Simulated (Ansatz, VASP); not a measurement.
**One calculation of Ta2N, two programs**

The input INCAR:

```
PREC     = Accurate       # precision mode
ENCUT    = 520            # plane-wave cutoff, eV
EDIFF    = 1E-6           # SCF threshold, eV
ISMEAR   = -1             # smearing method
SIGMA    = 0.05           # smearing width, eV
LREAL    = F              # projectors in reciprocal space
LASPH    = T              # aspherical terms in the spheres
NELM     = 60             # most SCF steps
ALGO     = Normal         # electronic algorithm
ISIF     = 2              # what is computed and relaxed
LWAVE    = F              # write WAVECAR
LCHARG   = T              # write CHGCAR
LELF     = T              # ELF
LVHAR    = T            
NBANDS   = 20             # bands
```

The input KPOINTS:

```
Automatic mesh
0
Gamma
  10 10 6
```

POSCAR

```
Ta2N
1.0
    3.0707906527      0.0000000000      0.0000000000
   -1.5353953264      2.6593827149      0.0000000000
    0.0000000000      0.0000000000      4.8040242697
Ta N
2 1
Direct
    0.3333333333      0.6666666667      0.2547110000
    0.6666666667      0.3333333333      0.7452890000
    0.0000000000      0.0000000000      0.0000000000
```

Contents of input.yaml:

```yaml
crystal:
  lattice:
    - [3.0707906527, 0.0, 0.0]
    - [-1.5353953264, 2.6593827149, 0.0]
    - [0.0, 0.0, 4.8040242697]
  atoms:
    - { symbol: Ta, position: [0.3333333333, 0.6666666667, 0.254711] }
    - { symbol: Ta, position: [0.6666666667, 0.3333333333, 0.745289] }
    - { symbol: "N", position: [0.0, 0.0, 0.0] }
kpoints:
  mp_grid: { grid: [10, 10, 6] }
scf:
  occupations: { method: fermi_dirac, width: 0.05 }
hamiltonian:
  xc: lda
  pseudopotentials: { kind: all_electron, lapw: { basis_error: 0.002 } }
output:
  forces: true
  stress: true
  eigenvalues: true
```

Change from the starting cell: volume scaled by 0.96.

Alike in both runs: task single point; functional LDA; k mesh 10 × 10 × 6; occupations fermi-dirac, width 0.05 eV; no spin polarisation.

|  | VASP | Ansatz |
| --- | --- | --- |
| version | VASP 6.6.1 | Ansatz 0.2.0 |
| potentials or method | VASP PAW LDA potentials, release 64 (Ta_pv, N), cutoff 520 eV | all-electron LAPW, scalar-relativistic |

Ansatz gave:

| Quantity | Value |
| --- | --- |
| gap on the k mesh at the Fermi level (eV) | none |
| pressure (GPa) | -3.3 |
| traceless stress, the component that is largest in VASP (GPa) | 0.26 |
| rms of the force components (eV/Å) | 0.102 |

Task: What did VASP give for the same quantities?

Result: gap on the k mesh at the Fermi level (eV): none; pressure (GPa): -1.7; traceless stress, the component that is largest in VASP (GPa): 0.25; rms of the force components (eV/Å): 0.077.

LDA's correlation is that of Perdew and Zunger in VASP and of Perdew and Wang (1992) in Ansatz. Atom by atom the forces differ by 0.025 eV/Å (rms over components). A gap of «none» marks a metal or a gap that the smearing closes. Ansatz ran all-electron here, and VASP with PAW potentials.

Neither program's run includes spin-orbit coupling.
